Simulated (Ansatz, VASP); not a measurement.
# GaSb3 in VASP and in Ansatz

The input INCAR:

```
PREC = Accurate
ENCUT = 520
EDIFF = 1E-6
ISMEAR = 0
SIGMA = 0.15
LREAL = F
LASPH = T
NELM = 100
ALGO = Normal
ISIF = 2
LWAVE = F
LCHARG = F
GGA = PS
NBANDS = 22
```

The input KPOINTS:

```
regular mesh
0
Gamma
  10 10 10
```

POSCAR

```
GaSb3
1.0
    0.0000000000      3.6103913101      3.4226509620
    3.6103913101      0.0000000000      3.4226509620
    3.6103913101      3.6103913101      0.0000000000
Ga Sb
1 3
Direct
    0.0000000000      0.0000000000      0.0000000000
    0.2500000000      0.2500000000      0.2500000000
    0.7500000000      0.7500000000      0.7500000000
    0.5000000000      0.5000000000      0.5000000000
```

Input for Ansatz:

```yaml
crystal:
  lattice:
    - [0.0, 3.6103913101, 3.422650962]
    - [3.6103913101, 0.0, 3.422650962]
    - [3.6103913101, 3.6103913101, 0.0]
  atoms:
    - { symbol: Ga, position: [0.0, 0.0, 0.0] }
    - { symbol: Sb, position: [0.25, 0.25, 0.25] }
    - { symbol: Sb, position: [0.75, 0.75, 0.75] }
    - { symbol: Sb, position: [0.5, 0.5, 0.5] }
basis:
  ecutwfc: 420
kpoints:
  mp_grid: { grid: [10, 10, 10] }
hamiltonian:
  xc: pbesol
  pseudopotentials: { kind: paw, azcp: { folder: soft_1 } }
scf:
  occupations: { method: gaussian, width: 0.15 }
output:
  forces: true
  stress: true
  eigenvalues: true
  write_density: true
  write_potential: true
  elf: true
  volumetric_format: npy
```

Alike in both runs: task single point; functional PBEsol; k mesh 10 × 10 × 10; occupations gaussian, width 0.15 eV; no spin polarisation.

```csv
,VASP,Ansatz
version,VASP 6.6.1,Ansatz 0.2.0
potentials or method,"VASP PAW PBE potentials, release 64 (Ga_d, Sb), cutoff 520 eV","scalar-relativistic, plane waves, PAW"
valence electrons in the cell,28,58
```

Ansatz gave:

```
gap on the k mesh at the Fermi level (eV)                     : none
pressure (GPa)                                                : 6.7
traceless stress, the component that is largest in VASP (GPa) : 1.28
```

Q: Which values does VASP return?

A: gap on the k mesh at the Fermi level (eV): none; pressure (GPa): 6.8; traceless stress, the component that is largest in VASP (GPa): 1.29.

VASP's potentials were made for PBE, not for PBEsol, and Ansatz warns of the same on its side. A gap of «none» marks a metal or a gap that the smearing closes. VASP's potentials hold 28 valence electrons a cell and Ansatz's 58, so a difference there can come from the potentials and not from the codes.

Spin-orbit coupling is off throughout.
